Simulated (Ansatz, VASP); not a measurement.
# WS2 in VASP and in Ansatz

File INCAR:

```
ALGO = Normal
EDIFF = 1E-6
ENCUT = 520
GGA = CA
ISIF = 2
ISMEAR = -1
LASPH = T
LCHARG = F
LREAL = F
LWAVE = F
NBANDS = 20
NELM = 100
PREC = Accurate
SIGMA = 0.05
```

File KPOINTS:

```
k-points
0
Gamma
  10 10 2
```

File POSCAR:

```
WS2
1.0
    3.1621498298      0.0000000000      0.0000000000
   -1.5810749149      2.7385020831      0.0000000000
    0.0000000000      0.0000000000     16.8368121945
W S
1 2
Direct
    0.0000000000      0.0000000000      0.0000000000
    0.3333333333      0.6666666667      0.0920005100
    0.3333333333      0.6666666667      0.9079994900
```

Contents of input.yaml:

```yaml
crystal:
  lattice:
    - [3.1621498298, 0.0, 0.0]
    - [-1.5810749149, 2.7385020831, 0.0]
    - [0.0, 0.0, 16.8368121945]
  atoms:
    - { symbol: W, position: [0.0, 0.0, 0.0] }
    - { symbol: S, position: [0.3333333333, 0.6666666667, 0.09200051] }
    - { symbol: S, position: [0.3333333333, 0.6666666667, 0.90799949] }
hamiltonian:
  xc: lda
  pseudopotentials: { kind: paw }
kpoints:
  mp_grid: { grid: [10, 10, 2] }
scf:
  occupations: { method: fermi_dirac, width: 0.05 }
output:
  forces: true
  stress: true
  eigenvalues: true
```

Alike in both runs: task single point; functional LDA; k mesh 10 × 10 × 2; occupations fermi-dirac, width 0.05 eV; no spin polarisation.

```csv
,VASP,Ansatz
version,VASP 6.6.1,Ansatz 0.2.0
potentials or method,"VASP PAW LDA potentials, release 64 (W_sv, S)",Ansatz PAW
plane-wave cutoff (eV),520,420
valence electrons in the cell,26,26
```

Ansatz gave:

```
gap on the k mesh at the Fermi level (eV) : 2.03
least direct gap on the mesh (eV)         : 2.20
rms of the force components (eV/Å)        : 0.019
```

**Question.** Estimate VASP's values.

**Answer.** gap on the k mesh at the Fermi level (eV): 2.05; least direct gap on the mesh (eV): 2.21; rms of the force components (eV/Å): 0.003.

LDA's correlation is that of Perdew and Zunger in VASP and of Perdew and Wang (1992) in Ansatz. Atom by atom the forces differ by 0.022 eV/Å (rms over components).

Spin-orbit coupling is off throughout.
